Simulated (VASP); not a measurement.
Here is a VASP 6.6.1 calculation.

File INCAR:

```
PREC = Accurate
ENCUT = 520
EDIFF = 1E-6
ISMEAR = -1
SIGMA = 0.08
LREAL = F
LASPH = T
NELM = 60
ALGO = Normal
ISIF = 2
LWAVE = F
LCHARG = T
GGA = PS
LELF = T
LVHAR = T
NBANDS = 8
```

Contents of KPOINTS:

```
regular mesh
0
Gamma
  18 18 18
```

Contents of POSCAR:

```
Al
1.0
    0.0000000000      1.9240367727      1.9240367727
    1.9240367727      0.0000000000      1.9240367727
    1.9240367727      1.9240367727      0.0000000000
Al
1
Direct
    0.0000000000      0.0000000000      0.0000000000
```

Potentials or basis: VASP PAW PBE potentials, release 64 (Al).

Command:

```bash
$ cat potpaw_PBE.64/Al/POTCAR > POTCAR
$ mpirun -np 1 vasp_std > vasp.out
```

(1) Estimate the pressure.

Results:

(1) 14.0 GPa.

Caveat: the PAW data sets were made with another functional, which shifts forces and pressure a little.
